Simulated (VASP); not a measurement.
Cr: single point with PBE

Crystal: Cr.

```
Cr
1.0
     0.00000    1.68226    1.68226
     1.68226    0.00000    1.68226
     1.68226    1.68226    0.00000
Cr
1
Direct
  0.00000 0.00000 0.00000
```

This cell differs from its parent crystal: volume scaled by 0.8.

```yaml
Program: VASP 6.6.1
Task: single point
Functional: PBE
Potentials_or_basis: VASP PAW PBE potentials, release 64 (Cr_pv)
Cutoff: 520 eV
k_mesh: 18 × 18 × 18
Occupations: fermi-dirac, width 0.1 eV
Spin: collinear spin, ferromagnetic start
Starting_moments: "[2.0] μB"
```

The pressure is 82.0 GPa and the band gap on the k mesh is zero (filled and empty bands overlap). The net moment is 0.00 μB per cell and the valence electrons inside the program's atomic spheres are Cr 11.58.

Levels at points of the mesh, in eV from the Fermi level:
Spin up:
| k point | band 3 | band 4 | band 5 | band 6 | band 7 | band 8 | band 9 | band 10 |
| --- | --- | --- | --- | --- | --- | --- | --- | --- |
| (0.00, 0.00, 0.00) | -41.91 | -8.14 | -0.66 | -0.66 | -0.66 | 1.75 | 1.75 | 7.82 |
| (0.50, 0.00, 0.00) | -42.11 | -4.89 | -0.85 | -0.85 | 1.52 | 3.41 | 3.41 | 7.82 |
| (0.50, 0.50, 0.00) | -42.48 | -5.51 | -4.48 | 3.37 | 3.85 | 3.85 | 5.07 | 7.82 |
Spin down:
| k point | band 3 | band 4 | band 5 | band 6 | band 7 | band 8 | band 9 | band 10 |
| --- | --- | --- | --- | --- | --- | --- | --- | --- |
| (0.00, 0.00, 0.00) | -41.91 | -8.14 | -0.66 | -0.66 | -0.66 | 1.75 | 1.75 | 7.83 |
| (0.50, 0.00, 0.00) | -42.11 | -4.89 | -0.85 | -0.85 | 1.52 | 3.41 | 3.41 | 7.82 |
| (0.50, 0.50, 0.00) | -42.48 | -5.51 | -4.48 | 3.37 | 3.85 | 3.85 | 5.07 | 7.82 |

Run time: 78 s on 1 thread of Intel(R) Xeon(R) Platinum 8375C CPU @ 2.90GHz (Ice Lake), with other jobs on the host, peak memory 0.15 GiB.

Caveat: the starting moments collapsed, and a magnetic state may lie lower.
